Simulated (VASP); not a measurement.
Na:

```
Na
1.0
     5.97301    0.00000    0.00000
    -2.98651    5.17278    0.00000
     0.00000    0.00000    3.66146
Na
3
Direct
  0.00000 0.00000 0.00000
  0.33333 0.66667 0.50000
  0.66667 0.33333 0.50000
```

This isn't the form of Na at room conditions, which is bcc.

```yaml
Program: VASP 6.6.1
Task: relaxation of cell and atoms
Functional: revPBE
Potentials_or_basis: VASP PAW PBE potentials, release 64 (Na_pv)
Cutoff: 600 eV
k_mesh: 6 × 6 × 9
Occupations: fermi-dirac, width 0.1 eV
Spin: no spin polarisation
```

At the start: pressure 0.4 GPa; volume 37.71 Å³/atom.

**Question.** How do energy, volume and symmetry change on relaxing?

**Answer.** Over 7 steps the energy falls by 3.9 meV/atom and the volume is 39.76 Å³/atom (+5.4 %); space group P6/mmm (No. 191, to 0.1 Å) before and after.

The path:
```csv
step,energy change (eV),largest force (eV/Å),pressure (GPa),volume (Å³)
1,0.0000,0.0000,0.40,113.13
2,-0.0047,0.0000,0.29,114.66
3,-0.0107,0.0000,0.05,118.28
4,-0.0113,0.0000,-0.02,119.68
5,-0.0113,0.0000,-0.04,119.97
6,-0.0115,0.0000,-0.03,119.77
7,-0.0117,0.0000,-0.01,119.29
```

Final structure:
```xyz
3
Lattice="6.1515 0.0000 0.0000 -3.0758 5.3274 0.0000 0.0000 0.0000 3.6400" Properties=species:S:1:pos:R:3 pbc="T T T"
Na    0.0000    0.0000    0.0000
Na    0.0000    3.5516    1.8200
Na    3.0758    1.7758    1.8200
```

Caveat: the PAW data sets were made with another functional, which shifts forces and pressure a little.
